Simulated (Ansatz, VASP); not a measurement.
# Two plane-wave programs on Al3Ga3N2

```
Al Ga N
1.0
     3.07622    0.00000    0.00000
    -1.53811    2.66409    0.00000
     0.00000    0.00000   14.61898
Al Ga N
3 3 2
Direct
  0.33333 0.66667 0.17524
  0.00000 0.00000 0.35207
  0.00000 0.00000 0.00101
  0.33333 0.66667 0.51880
  0.33333 0.66667 0.84592
  0.66667 0.33333 0.68014
  0.00000 0.00000 0.13350
  0.33333 0.66667 0.30632
```

Alike in both runs: functional PBE; k mesh 12 × 12 × 2; occupations gaussian, width 0.1 eV; no spin polarisation.

Ansatz relaxed the structure, and its values are those at the end. VASP's run is a single point on that final structure, the one shown.

|  | VASP | Ansatz |
| --- | --- | --- |
| version | VASP 6.6.1 | Ansatz 0.2.0 |
| potentials or method | VASP PAW PBE potentials, release 64 (Al, Ga_d, N), cutoff 520 eV | scalar-relativistic, plane waves, PAW |
| valence electrons in the cell | 58 | 58 |

|  | VASP | Ansatz | Ansatz less VASP |
| --- | --- | --- | --- |
| gap on the k mesh at the Fermi level (eV) | none | none | - |
| pressure (GPa) | 0.0 | 0.0 | +0.04 |
| rms of the force components (eV/Å) | 0.005 | 0.001 | -0.0035 |

A gap of «none» marks a metal or a gap that the smearing closes.
